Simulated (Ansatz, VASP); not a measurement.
## One calculation of Si3As2, two programs

POSCAR

```
Si3As2
1.0
    3.9707491893      0.0000000000      0.0000000000
   -1.9853745946      3.4387696699      0.0000000000
    0.0000000000      0.0000000000      6.1778407437
Si As
3 2
Direct
    0.0000000000      0.0000000000      0.0000000000
    0.3333333333      0.6666666667      0.6450000000
    0.6666666667      0.3333333333      0.3550000000
    0.3333333333      0.6666666667      0.2450000000
    0.6666666667      0.3333333333      0.7550000000
```

File INCAR.step1:

```
PREC = Accurate
ENCUT = 600
ISMEAR = 0
SIGMA = 0.1
LREAL = False
LASPH = True
NELM = 100
GGA = PE
ALGO = Normal
EDIFF = 1E-4
LWAVE = True
LCHARG = False
```

Contents of INCAR.step2:

```
PREC = Accurate
ENCUT = 600
EDIFF = 1E-6
ISMEAR = 0
SIGMA = 0.1
LREAL = False
LASPH = True
NELM = 100
ALGO = Normal
ISIF = 3
LWAVE = False
LCHARG = False
METAGGA = R2SCAN
LMIXTAU = True
IBRION = 2
NSW = 90
EDIFFG = -0.04
ISTART = 1
```

File KPOINTS:

```
regular mesh
0
Gamma
  6 6 4
```

Input for Ansatz:

```yaml
crystal:
  lattice:
    - [3.9707491893, 0.0, 0.0]
    - [-1.9853745946, 3.4387696699, 0.0]
    - [0.0, 0.0, 6.1778407437]
  atoms:
    - { symbol: Si, position: [0.0, 0.0, 0.0] }
    - { symbol: Si, position: [0.3333333333, 0.6666666667, 0.645] }
    - { symbol: Si, position: [0.6666666667, 0.3333333333, 0.355] }
    - { symbol: As, position: [0.3333333333, 0.6666666667, 0.245] }
    - { symbol: As, position: [0.6666666667, 0.3333333333, 0.755] }
basis:
  ecutwfc: 500
kpoints:
  mp_grid: { grid: [6, 6, 4] }
hamiltonian:
  xc: r2scan
scf:
  occupations: { method: gaussian, width: 0.1 }
  lower_state_search: "off"
output:
  forces: true
  stress: true
  eigenvalues: true
relax:
  adjacent_minimum: "off"
  f_tol: 0.04
  max_steps: 70
  cell: { stress_tol: 0.4 }
```

Alike in both runs: task relaxation of cell and atoms; functional r2SCAN; k mesh 6 × 6 × 4; occupations gaussian, width 0.1 eV; no spin polarisation.

```csv
,VASP,Ansatz
version,VASP 6.6.1,Ansatz 0.2.0
potentials or method,"VASP PAW PBE potentials, release 64 (Si, As), cutoff 600 eV","scalar-relativistic, plane waves, PAW"
valence electrons in the cell,22,42
```

VASP gave:

| Item | Value |
| --- | --- |
| gap on the k mesh at the Fermi level, each at its own relaxed structure (eV) | none |
| relaxed volume (Å³/atom) | 18.60 |
| relaxed cell length with the largest relative difference (Å) | 5.310 |

Q: Estimate Ansatz's values.

A: gap on the k mesh at the Fermi level, each at its own relaxed structure (eV): none; relaxed volume (Å³/atom): 18.59; relaxed cell length with the largest relative difference (Å): 5.320.

VASP's potentials were made for PBE, not for r2SCAN. A gap of «none» marks a metal or a gap that the smearing closes. VASP's potentials hold 22 valence electrons a cell and Ansatz's 42, so a difference there can come from the potentials and not from the codes.
